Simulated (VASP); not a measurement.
# Ru (P-3m1) in VASP: single point with PBEsol

Aim: the single point of Ru with PBEsol.

Everything below comes from runs of VASP 6.6.1. Logs are shortened: lines on timing, memory, paths and dates and some standing lists are left out, and cuts for length are marked.

## (1) The cell of the first run

It takes space group P-3m1 (No. 164, trigonal). Conventional cell: a = 2.683 Å, b = 2.683 Å, c = 19.266 Å, α = 90.00°, β = 90.00°, γ = 120.00°. Within 3.5 Å of Ru (site symmetry 3m) lie 12 Ru at 2.63 to 2.68 Å. Within 3.5 Å of Ru (site symmetry 3m) lie 12 Ru at 2.62 to 2.68 Å. Ru (site symmetry 3m) has 12 Ru at 2.62 to 2.68 Å within 3.5 Å. Within 3.5 Å of Ru (site symmetry 3m) lie 12 Ru at 2.65 to 2.68 Å. Ru (site symmetry -3m) has 12 Ru at 2.68 Å within 3.5 Å.

## (2) Single point, PBEsol

Input file INCAR:

```
PREC = Accurate ; ENCUT = 520
EDIFF = 1E-7 ; ISMEAR = 0
SIGMA = 0.1 ; LREAL = False
LASPH = True ; NELM = 80
ALGO = Fast ; ISIF = 2
LWAVE = False ; LCHARG = False
GGA = PS ; NBANDS = 73
```

Input file KPOINTS:

```
Automatic mesh
0
Gamma
  18 18 3
```

Input file POSCAR:

```
Ru
1.0
    2.6829514819      0.0000000000      0.0000000000
   -1.3414757409      2.3235041404      0.0000000000
    0.0000000000      0.0000000000     19.2661027590
Ru
9
Direct
    0.0000000000      0.0000000000      0.0001419189
    0.3333333333      0.6666666667      0.1109691922
    0.0000000000      0.0000000000      0.2215269370
    0.3333333333      0.6666666667      0.3309582404
    0.0000000000      0.0000000000      0.4423246026
    0.6666666667      0.3333333333      0.5555555556
    0.3333333333      0.6666666667      0.6687865085
    0.0000000000      0.0000000000      0.7801528707
    0.3333333333      0.6666666667      0.8895841741
```

Potentials or basis: VASP PAW PBE potentials, release 64 (Ru_pv).

Launch:

```sh
> cat potpaw_PBE.64/Ru_pv/POTCAR > POTCAR
> mpirun -np 1 vasp_std > vasp.out
```

OUTCAR:

```text
PREC = Accurate
   ENCUT = 520
   EDIFF = 1E-7
   ISMEAR = 0
   LREAL = False
   LASPH = True
   NELM = 80
   ISIF = 2
   GGA = PS

 ion  position               nearest neighbor table
   1  0.000  0.000  0.000-   9 2.63   9 2.63   9 2.63   2 2.64   2 2.64   2 2.64
   2  0.333  0.667  0.111-   3 2.63   3 2.63   3 2.63   1 2.64   1 2.64   1 2.64
   3  0.000  0.000  0.222-   4 2.62   4 2.62   4 2.62   2 2.63   2 2.63   2 2.63
   4  0.333  0.667  0.331-   3 2.62   3 2.62   3 2.62   5 2.65   5 2.65   5 2.65
   5  0.000  0.000  0.442-   4 2.65   4 2.65   4 2.65   6 2.68   6 2.68   6 2.68
   6  0.667  0.333  0.556-   7 2.68   7 2.68   7 2.68   5 2.68   5 2.68   5 2.68
   7  0.333  0.667  0.669-   8 2.65   8 2.65   8 2.65   6 2.68   6 2.68   6 2.68
   8  0.000  0.000  0.780-   9 2.62   9 2.62   9 2.62   7 2.65   7 2.65   7 2.65
   9  0.333  0.667  0.890-   8 2.62   8 2.62   8 2.62   1 2.63   1 2.63   1 2.63

  LATTYP: Found a hexagonal cell.
 ALAT       =     2.6829514819
 C/A-ratio  =     7.1809359539

  Lattice vectors:

 A1 = (   2.6829514819,   0.0000000000,   0.0000000000)
 A2 = (  -1.3414757409,   2.3235041404,   0.0000000000)
 A3 = (   0.0000000000,   0.0000000000,  19.2661027590)

Analysis of symmetry for initial positions (statically):
=====================================================================
 Subroutine PRICEL returns:
 Original cell was already a primitive cell.

 Routine SETGRP: Setting up the symmetry group for a
 hexagonal supercell.

 Subroutine GETGRP returns: Found 12 space group operations
 (whereof  6 operations were pure point group operations)
 out of a pool of 24 trial point group operations.

The static configuration has the point symmetry C_3v.
 The point group associated with its full space group is D_3d.

Analysis of symmetry for dynamics (positions and initial velocities):
=====================================================================
 Subroutine PRICEL returns:
 Original cell was already a primitive cell.

 Routine SETGRP: Setting up the symmetry group for a
 hexagonal supercell.

 Subroutine GETGRP returns: Found 12 space group operations
 (whereof  6 operations were pure point group operations)
 out of a pool of 24 trial point group operations.

The dynamic configuration has the point symmetry C_3v.
 The point group associated with its full space group is D_3d.

 Subroutine INISYM returns: Found 12 space group operations
 (whereof  6 operations are pure point group operations),
 and found     1 'primitive' translations

----------------------------------------------------------------------------------------

                                     Primitive cell

  volume of cell :     120.1020

  direct lattice vectors                    reciprocal lattice vectors
     2.682951482  0.000000000  0.000000000     0.372723848  0.215192214  0.000000000
    -1.341475741  2.323504140  0.000000000     0.000000000  0.430384428  0.000000000
     0.000000000  0.000000000 19.266102759     0.000000000  0.000000000  0.051904633

  length of vectors
     2.682951482  2.682951482 19.266102759     0.430384428  0.430384428  0.051904633

  position of ions in fractional coordinates (direct lattice)
     0.000000000  0.000000000  0.000141919
     0.333333333  0.666666667  0.110969192
     0.000000000  0.000000000  0.221526937
     0.333333333  0.666666667  0.330958240
     0.000000000  0.000000000  0.442324603
     0.666666667  0.333333333  0.555555556
     0.333333333  0.666666667  0.668786508
     0.000000000  0.000000000  0.780152871
     0.333333333  0.666666667  0.889584174

  ion indices of the primitive-cell ions
   primitive index   ion index
                 1           1
                 2           2
                 3           3
                 4           4
                 5           5
                 6           6
                 7           7
                 8           8
                 9           9

----------------------------------------------------------------------------------------

 KPOINTS: Automatic mesh

Automatic generation of k-mesh.
 Grid dimensions read from file:
 generate k-points for:   18   18    3

 Generating k-lattice:

  Cartesian coordinates                     Fractional coordinates (reciprocal lattice)
     0.020706880  0.011955123  0.000000000     0.055555556  0.000000000  0.000000000
     0.000000000  0.023910246  0.000000000     0.000000000  0.055555556  0.000000000
     0.000000000  0.000000000  0.017301544     0.000000000  0.000000000  0.333333333

  Length of vectors
     0.023910246  0.023910246  0.017301544

  Shift w.r.t. Gamma in fractional coordinates (k-lattice)
     0.000000000  0.000000000  0.000000000

 Subroutine IBZKPT returns following result:
 ===========================================

 Found    101 irreducible k-points:

 Following reciprocal coordinates:
            Coordinates               Weight
  0.000000  0.000000  0.000000      1.000000
  0.055556 -0.000000  0.000000      6.000000
  0.111111 -0.000000  0.000000      6.000000
  0.166667  0.000000  0.000000      6.000000
  0.222222 -0.000000  0.000000      6.000000
  0.277778 -0.000000  0.000000      6.000000
[... 16 lines left out ...]
  0.333333  0.111111  0.000000     12.000000
  0.388889  0.111111  0.000000     12.000000
 [... further k-points ...]
   k-points           NKPTS =    101   k-points in BZ     NKDIM =    101   number of bands    NBANDS=     73
   number of dos      NEDOS =    301   number of ions     NIONS =      9
   total plane-waves  NPLWV =  57600
   dimension x,y,z NGX =    20 NGY =   20 NGZ =  144
   dimension x,y,z NGXF=    40 NGYF=   40 NGZF=  288
   ions per type =               9
   NGX,Y,Z   is equivalent  to a cutoff of  12.39, 12.39, 12.43 a.u.
   NGXF,Y,Z  is equivalent  to a cutoff of  24.79, 24.79, 24.85 a.u.
 SYSTEM =  unknown system
   PREC   = accura    normal or accurate (medium, high low for compatibility)
   ISTART =      0    job   : 0-new  1-cont  2-samecut
   ICHARG =      2    charge: 1-file 2-atom 10-const
   ISPIN  =      1    spin polarized calculation?
   LNONCOLLINEAR =      F non collinear calculations
   LSORBIT =      F    spin-orbit coupling
   LASPH  =      T    aspherical Exc in radial PAW
   ENCUT  =  520.0 eV  38.22 Ry    6.18 a.u.   4.99  4.99 35.82*2*pi/ulx,y,z
   NELM   =     80;   NELMIN=  2; NELMDL= -5     # of ELM steps
   EDIFF  = 0.1E-06   stopping-criterion for ELM
   LREAL  =      F    real-space projection
   EDIFFG = 0.1E-05   stopping-criterion for IOM
   NSW    =      0    number of steps for IOM
   IBRION =     -1    ionic relax: 0-MD 1-quasi-New 2-CG
   NFREE  =      0    steps in history (QN), initial steepest desc. (CG)
   ISIF   =      2    stress and relaxation
   ISYM   =      2    0-nonsym 1-usesym 2-fastsym
   POTIM  = 0.5000    time-step for ionic-motion
   TEBEG  =    0.0;   TEEND  =   0.0 temperature during run
   PSTRESS=    0.0 pullay stress
   NELECT =     126.0000    total number of electrons
   NUPDOWN=      -1.0000    fix difference up-down
   EMIN   =  10.00;   EMAX   =-10.00  energy-range for DOS
   EFERMI =   0.00;   METHOD = LEGACY
   ISMEAR =     0;   SIGMA  =   0.10  broadening in eV -4-tet -1-fermi 0-gaus
   EFERMI_NEDOS =   21; number of points for ismear=-14 and -15
   IALGO  =     68    algorithm
   IMIX   =      4    mixing-type and parameters
     AMIX     =   0.40;   BMIX     =  1.00
     AMIX_MAG =   1.60;   BMIX_MAG =  1.00
  volume/ion in A,a.u.               =      13.34        90.05
  Fermi-wavevector in a.u.,A,eV,Ry     =   1.663470  3.143502 37.649121  2.767132
  Thomas-Fermi vector in A             =   2.750182
   LORBIT       =      0    0 simple, 1 ext, 2 COOP (PROOUT), +10 PAW based schemes
   GGA     = PS    functional components
   LHFCALC =     F    Hartree Fock is set to
   AEXX    =    0.0000 exact exchange contribution
   IVDW    =     0    specifies the selected vdW correction
   LEPSILON=     F    determine dielectric tensor
   LRPA    =     F    only Hartree local field effects (RPA)
 non-spin polarized calculation
 RMM-DIIS sequential band-by-band and
 Gauss-broadening in eV      SIGMA  =   0.10
  energy-cutoff  :      520.00
  volume of cell :      120.10
 maximum number of plane-waves:      3285
   NGX =  9   NGY =  9   NGZ = 71

 number of electron     125.9999997 magnetization

 Free energy of the ion-electron system (eV)
  ---------------------------------------------------
  ext. energy  EPLUGINS =         0.00000000
  ---------------------------------------------------
  free energy    TOTEN  =       -91.16948985 eV

  energy without entropy =      -91.12799113  energy(sigma->0) =      -91.14874049

 E-fermi :  12.9955     XC(G=0): -14.3872

 val. band max:       12.9945653170   @ k =   0.1667   0.0556   0.3333
 cond. band min:      12.9980239962   @ k =   0.2778   0.1667   0.3333
 fundamental gap:      0.0034586792
 Fermi energy:        12.9954600947

 k-point     1 :       0.0000    0.0000    0.0000
  band No.  band energies     occupation
      1     -30.6672      2.00000
      2     -30.5919      2.00000
      3     -30.3500      2.00000
      4     -30.3102      2.00000
      5     -29.9499      2.00000
      6     -29.9364      2.00000
[... 65 lines left out ...]
     72      13.6790      0.00000
     73      13.7696      0.00000

 k-point     2 :       0.0556   -0.0000    0.0000
  band No.  band energies     occupation
      1     -30.6567      2.00000
      2     -30.5826      2.00000
      3     -30.3466      2.00000
      4     -30.3060      2.00000
      5     -29.9571      2.00000
      6     -29.9441      2.00000
[... 65 lines left out ...]
     72      13.3440      0.00000
     73      14.1333      0.00000

 k-point     3 :       0.1111   -0.0000    0.0000
  band No.  band energies     occupation
      1     -30.6258      2.00000
      2     -30.5558      2.00000
      3     -30.3382      2.00000
      4     -30.2953      2.00000
      5     -29.9827      2.00000
      6     -29.9710      2.00000
[... 1585 lines left out ...]
     72      14.9416      0.00000
     73      16.2487      0.00000

 k-point    24 :       0.3889    0.1111    0.0000
  band No.  band energies     occupation
      1     -30.5595      2.00000
      2     -30.5468      2.00000
      3     -30.5110      2.00000
      4     -30.5057      2.00000
      5     -30.4163      2.00000
      6     -30.3807      2.00000
[... 65 lines left out ...]
     72      15.0956      0.00000
     73      16.8319      0.00000

 [... further k-points ...]
[... 5 lines left out ...]
  --------------------------------------------------------------------------------------
  -------------------------------------------------------------------------------------
  Total       -0.0632300     -0.0632300      0.0194867     -0.0000000     -0.0000000      0.0000000
  in kB       -0.8434965     -0.8434965      0.2599559     -0.0000000     -0.0000000      0.0000000
  external PRESSURE =      -0.4756790 kB  Pullay stress =       0.0000000 kB

 VOLUME and BASIS-vectors are now :
 -----------------------------------------------------------------------------
  energy-cutoff  :      520.00
  volume of cell :      120.10
      direct lattice vectors                 reciprocal lattice vectors
     2.682951482  0.000000000  0.000000000     0.372723848  0.215192214  0.000000000
    -1.341475741  2.323504140  0.000000000     0.000000000  0.430384428  0.000000000
     0.000000000  0.000000000 19.266102759     0.000000000  0.000000000  0.051904633

 POSITION                                       TOTAL-FORCE (eV/Angst)
 -----------------------------------------------------------------------------------
      0.00000      0.00000      0.00273         0.000000     -0.000000      0.003831
     -0.00000      1.54900      2.13794        -0.000000      0.000000     -0.003831
      0.00000      0.00000      4.26796        -0.000000     -0.000000     -0.006874
     -0.00000      1.54900      6.37628        -0.000000     -0.000000      0.006480
      0.00000      0.00000      8.52187         0.000000     -0.000000      0.004647
      1.34148      0.77450     10.70339         0.000000     -0.000000      0.000000
     -0.00000      1.54900     12.88491        -0.000000      0.000000     -0.004647
      0.00000      0.00000     15.03051         0.000000      0.000000     -0.006480
     -0.00000      1.54900     17.13882         0.000000     -0.000000      0.006874
 -----------------------------------------------------------------------------------
    total drift:                                0.000001     -0.000001     -0.000026

  FREE ENERGIE OF THE ION-ELECTRON SYSTEM (eV)
  ---------------------------------------------------
  free  energy   TOTEN  =       -91.1694898473 eV

  energy  without entropy=      -91.1279911268  energy(sigma->0) =      -91.14874049
```

Run time: 29 min. Hardware: 1 thread of Intel Xeon 8259CL, shared host; peak memory 0.65 GiB.

What came out:

| Property | Result |
| --- | --- |
| Free energy | -91.1695 eV |
| Pressure | 0.0 GPa |
| Largest force | 0.007 eV/Å |
| Band gap on the k mesh | zero (bands 63 and 64 overlap by 3.04 eV) |

Forces on the atoms (eV/Å):
```
Ru   0.000  0.000  0.004
Ru   0.000  0.000 -0.004
Ru   0.000  0.000 -0.007
Ru   0.000  0.000  0.006
Ru   0.000  0.000  0.005
Ru   0.000  0.000  0.000
Ru   0.000  0.000 -0.005
Ru   0.000  0.000 -0.006
Ru   0.000  0.000  0.007
```

Stress tensor (GPa, compression positive):
```
-0.08  0.00  0.00
 0.00 -0.08  0.00
 0.00  0.00  0.03
```

Caveat: the PAW data sets were made with another functional, which shifts forces and pressure a little.
